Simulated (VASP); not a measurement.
Wanted: the native input for a VASP 6.6.1 run.

| Property | Result |
| --- | --- |
| Task | single point |
| Functional | PBE |
| Potentials or basis | VASP PAW PBE potentials, release 64 (Si, Ge_d) |
| Cutoff | 520 eV |
| k mesh | 6 × 6 × 6 |
| Occupations | gaussian, width 0.01 eV |
| Spin | no spin polarisation |
| Dipole correction | no |
| Further INCAR settings | ALGO = Normal; EDIFF = 1e-06; NBANDS = 31 |

The structure of SiGe3 lies in POSCAR:

```
SiGe3
1.0
    1.9838896617      1.1453992303      6.4671925848
   -1.9838896617      1.1453992303      6.4671925848
    0.0000000000     -2.2907984605      6.4671925848
Si Ge
1 3
Direct
    1.0000856422      0.0000856422      0.0000856422
    0.5000462097      0.5000462097      0.5000462097
    0.3734068851      0.3734068851      0.3734068851
    0.8764612631      0.8764612631      0.8764612631
```

These files were run (other wordings do the same):

INCAR

```
SYSTEM = SiGe3
  PREC = Accurate
  ENCUT = 520
  EDIFF = 1E-6
  ISMEAR = 0
  SIGMA = 0.01
  LREAL = .FALSE.
  LASPH = .TRUE.
  NELM = 60
  ALGO = Normal
  ISIF = 2
  LWAVE = .FALSE.
  LCHARG = .FALSE.
  GGA = PE
  NBANDS = 31
```

KPOINTS

```
regular mesh
0
G
  6 6 6
  0 0 0
```

Potentials or basis: VASP PAW PBE potentials, release 64 (Si, Ge_d).

Launch:

```console
$ cat potpaw_PBE.64/Si/POTCAR potpaw_PBE.64/Ge_d/POTCAR > POTCAR
$ mpirun -np 1 vasp_std > vasp.out
```

It gave:

```yaml
Pressure: 2.6 GPa
Largest_force: 0.060 eV/Å
Band_gap_on_the_k_mesh: 0.39 eV, indirect (the least direct gap lies 4.1 meV higher)
```

Run time: 3.2 min on 1 thread of Intel(R) Xeon(R) Platinum 8488C (Sapphire Rapids), on a shared host, peak memory 0.4 GiB.
